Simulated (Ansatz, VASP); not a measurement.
Two plane-wave programs on S

```
CELL_PARAMETERS angstrom
3.36094 0.00000 0.00000
-1.68047 2.91066 0.00000
0.00000 0.00000 3.48134
ATOMIC_POSITIONS crystal
S 0.33333 0.66667 0.25000
S 0.66667 0.33333 0.75000
```

Alike in both runs: functional r2SCAN; k mesh 21 × 21 × 16; occupations gaussian, width 0.1 eV; no spin polarisation.

Ansatz relaxed the structure, and its values are those at the end. VASP's run is a single point on that final structure, the one shown.

```csv
,VASP,Ansatz
version,VASP 6.6.1,Ansatz 0.2.0
potentials or method,"VASP PAW PBE potentials, release 64 (S), cutoff 520 eV","scalar-relativistic, plane waves, PAW"
valence electrons in the cell,12,12
```

```csv
,VASP,Ansatz,Ansatz less VASP
gap on the k mesh at the Fermi level (eV),none,none,-
pressure (GPa),-0.3,0.0,+0.25
```

VASP's potentials were made for PBE, not for r2SCAN. A gap of «none» marks a metal or a gap that the smearing closes. With one functional, cell and mesh, what is left measures potentials, basis and numerics.
